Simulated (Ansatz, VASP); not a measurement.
## Ti6H: VASP beside Ansatz

INCAR

```
SYSTEM = Ti6H
ALGO     = Normal         ! electronic algorithm
DIPOL    = 0.5 0.5 0.326
EDIFF    = 1E-7           ! SCF threshold, eV
ENCUT    = 520            ! plane-wave cutoff, eV
GGA      = PE             ! functional
IDIPOL   = 3            
ISIF     = 2              ! what is computed and relaxed
ISMEAR   = 0              ! smearing method
LASPH    = .True.         ! aspherical terms in the spheres
LCHARG   = .False.        ! write CHGCAR
LDIPOL   = .True.       
LREAL    = .False.        ! projectors in reciprocal space
LWAVE    = .False.        ! write WAVECAR
NBANDS   = 86             ! bands
NELM     = 100            ! most SCF steps
PREC     = Accurate       ! precision mode
SIGMA    = 0.1            ! smearing width, eV
```

KPOINTS

```
k-points
0
Gamma
  5 6 1
  0 0 0
```

POSCAR

```
Ti6H
1.0
    5.6639455763      0.0000000000      0.0000000000
    0.0000000000      4.5793473381      0.0000000000
    0.0000000000      0.0000000000     24.5506933039
Ti H
12 2
Direct
    0.2500000000      0.0000000000      0.1629281891
    0.7500000000      0.0000000000      0.1629281891
    0.0000000000      0.5000000000      0.2167736627
    0.5000000000      0.5000000000      0.2167736627
    0.2500000000      0.0000000000      0.2706191363
    0.7500000000      0.0000000000      0.2706191363
    0.2500000000      0.5000000000      0.3256599435
    0.7500000000      0.5000000000      0.3256599435
    0.0000000000      0.0000000000      0.3779650127
    0.5000000000      0.0000000000      0.3779650127
    0.2500000000      0.5000000000      0.4297513383
    0.7500000000      0.5000000000      0.4297513383
   -0.1042559453      0.0000000000      0.5002177801
    0.1042559453      0.0000000000      0.5002177801
```

Input for Ansatz:

```yaml
crystal:
  lattice:
    - [5.6639455763, 0.0, 0.0]
    - [0.0, 4.5793473381, 0.0]
    - [0.0, 0.0, 24.5506933039]
  atoms:
    - { symbol: Ti, position: [0.25, 0.0, 0.1629281891] }
    - { symbol: Ti, position: [0.75, 0.0, 0.1629281891] }
    - { symbol: Ti, position: [0.0, 0.5, 0.2167736627] }
    - { symbol: Ti, position: [0.5, 0.5, 0.2167736627] }
    - { symbol: Ti, position: [0.25, 0.0, 0.2706191363] }
    - { symbol: Ti, position: [0.75, 0.0, 0.2706191363] }
    - { symbol: Ti, position: [0.25, 0.5, 0.3256599435] }
    - { symbol: Ti, position: [0.75, 0.5, 0.3256599435] }
    - { symbol: Ti, position: [0.0, 0.0, 0.3779650127] }
    - { symbol: Ti, position: [0.5, 0.0, 0.3779650127] }
    - { symbol: Ti, position: [0.25, 0.5, 0.4297513383] }
    - { symbol: Ti, position: [0.75, 0.5, 0.4297513383] }
    - { symbol: H, position: [-0.1042559453, 0.0, 0.5002177801] }
    - { symbol: H, position: [0.1042559453, 0.0, 0.5002177801] }
basis:
  ecutwfc: 420
kpoints:
  mp_grid: { grid: [5, 6, 1] }
hamiltonian:
  xc: pbe
  pseudopotentials: { kind: paw, azcp: { folder: soft_1 } }
scf:
  occupations: { method: gaussian, width: 0.1 }
output:
  forces: true
  eigenvalues: true
efield:
  axis: 3
  dipole_correction: true
  ramp_width: 0.04
```

Alike in both runs: task single point; functional PBE; k mesh 5 × 6 × 1; occupations gaussian, width 0.1 eV; no spin polarisation.

|  | VASP | Ansatz |
| --- | --- | --- |
| version | VASP 6.6.1 | Ansatz 0.2.0 |
| potentials or method | VASP PAW PBE potentials, release 64 (Ti_sv, H), cutoff 520 eV | scalar-relativistic, plane waves, PAW |
| valence electrons in the cell | 146 | 146 |

|  | VASP | Ansatz | Ansatz less VASP |
| --- | --- | --- | --- |
| gap on the k mesh at the Fermi level (eV) | none | none | - |
| rms of the force components (eV/Å) | 0.653 | 0.651 | -0.0016 |

Atom by atom the forces differ by 0.004 eV/Å (rms over components). A gap of «none» marks a metal or a gap that the smearing closes.
